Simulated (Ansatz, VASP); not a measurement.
## One calculation of LaMnIn, two programs

Contents of INCAR:

```
ALGO     = Normal         # electronic algorithm
EDIFF    = 1E-6           # SCF threshold, eV
ENCUT    = 520            # plane-wave cutoff, eV
GGA      = PE             # functional
ISIF     = 2              # what is computed and relaxed
ISMEAR   = -1             # smearing method
ISPIN    = 2              # spin polarisation
LASPH    = T              # aspherical terms in the spheres
LCHARG   = F              # write CHGCAR
LMAXMIX  = 6              # l up to which the mixer works
LORBIT   = 11             # projections on sites
LREAL    = F              # projectors in reciprocal space
LWAVE    = F              # write WAVECAR
MAGMOM   = 0 0 5          # initial moments
NBANDS   = 30             # bands
NELM     = 150            # most SCF steps
NUPDOWN  = 5.0            # fixed moment
PREC     = Accurate       # precision mode
SIGMA    = 0.05           # smearing width, eV
```

Contents of KPOINTS:

```
k-points
0
Gamma
  6 6 6
```

The input POSCAR:

```
LaMnIn
1.0
    4.5933407550      0.0000000000      0.0000000000
   -2.2966703775      3.9779497821      0.0000000000
    0.0000000000      0.0000000000      4.0965590000
La In Mn
1 1 1
Direct
    0.0000000000      0.0000000000      0.0000000000
    0.3333333333      0.6666666667      0.5000000000
    0.6666666667      0.3333333333      0.5000000000
```

input.yaml

```yaml
crystal:
  lattice:
    - [4.593340755, 0.0, 0.0]
    - [-2.2966703775, 3.9779497821, 0.0]
    - [0.0, 0.0, 4.096559]
  atoms:
    - { symbol: La, position: [0.0, 0.0, 0.0] }
    - { symbol: In, position: [0.3333333333, 0.6666666667, 0.5] }
    - { symbol: Mn, position: [0.6666666667, 0.3333333333, 0.5], spin: 5.0 }
hamiltonian:
  xc: pbe
  pseudopotentials: { kind: paw }
magnetization:
  spin_polarized: true
  initial_magnetization: 5.0
  spin_locking: { lock_magnetization: hard }
kpoints:
  mp_grid: { grid: [6, 6, 6] }
scf:
  occupations: { method: fermi_dirac, width: 0.05 }
  lower_state_search: "off"
output:
  forces: true
  stress: true
  eigenvalues: true
```

Alike in both runs: task single point; functional PBE; k mesh 6 × 6 × 6; occupations fermi-dirac, width 0.05 eV; collinear spin; fixed moment 5 μB.

|  | VASP | Ansatz |
| --- | --- | --- |
| version | VASP 6.6.1 | Ansatz 0.2.0 |
| potentials or method | VASP PAW PBE potentials, release 64 (La, In_d, Mn_pv) | Ansatz PAW |
| plane-wave cutoff (eV) | 520 | 420 |
| valence electrons in the cell | 37 | 39 |

|  | VASP | Ansatz | Ansatz less VASP |
| --- | --- | --- | --- |
| pressure (GPa) | 7.0 | 7.1 | +0.07 |
| traceless stress, the component that is largest in VASP (GPa) | -4.07 | -4.07 | -0.002 |
| net moment per atom (μB) | 1.67 | 1.67 | 0.000 |
| size of the moment on the site where the two differ most (μB) | 3.92 | 3.89 | -0.028 |

Site moments also hang on the region over which each program counts them. The functional is the same, so the differences come from potentials, cutoffs and numerics. VASP's potentials hold 37 valence electrons a cell and Ansatz's 39, so a difference there can come from the potentials and not from the codes.

Neither program's run includes spin-orbit coupling.
